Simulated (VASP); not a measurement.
Runs of VASP 6.6.1 on Ru. The structure is that of space group P6_3/mmc (No. 194), or close to it. The cells are those of the table. 

```csv
task,cell,k mesh,cutoff (eV),gap on the mesh (eV),pressure (GPa)
single point,"a = 2.664, b = 2.664, c = 8.554 Å, angles 90.0, 90.0, 120.0°, 4 atoms",18 × 18 × 5,520,none,0.8
relaxation of cell and atoms,"relaxed from a = 2.676, b = 2.676, c = 8.741 Å, angles 90.0, 90.0, 120.0°, 4 atoms",13 × 13 × 4,600,none,0.0
single point,"a = 2.733, b = 2.733, c = 8.777 Å, angles 90.0, 90.0, 120.0°, 4 atoms",15 × 15 × 4,520,none,(a)
single point,"a = 2.767, b = 2.767, c = 8.884 Å, angles 90.0, 90.0, 120.0°, 4 atoms",15 × 15 × 4,520,none,-30.6
```

Alike in all rows: level LDA; potentials or basis VASP PAW LDA potentials, release 64 (Ru_pv); no spin polarisation; smearing fermi-dirac 0.1 eV.

**Question.** Fill in the values left out.

**Answer.** (a) -22.5.

Caveats: the cell stands under tension (at least some runs).

A k mesh can miss the band edges, and the runs leave out spin-orbit coupling on Ru.

A gap of «none» marks levels without a gap at the run's occupations.
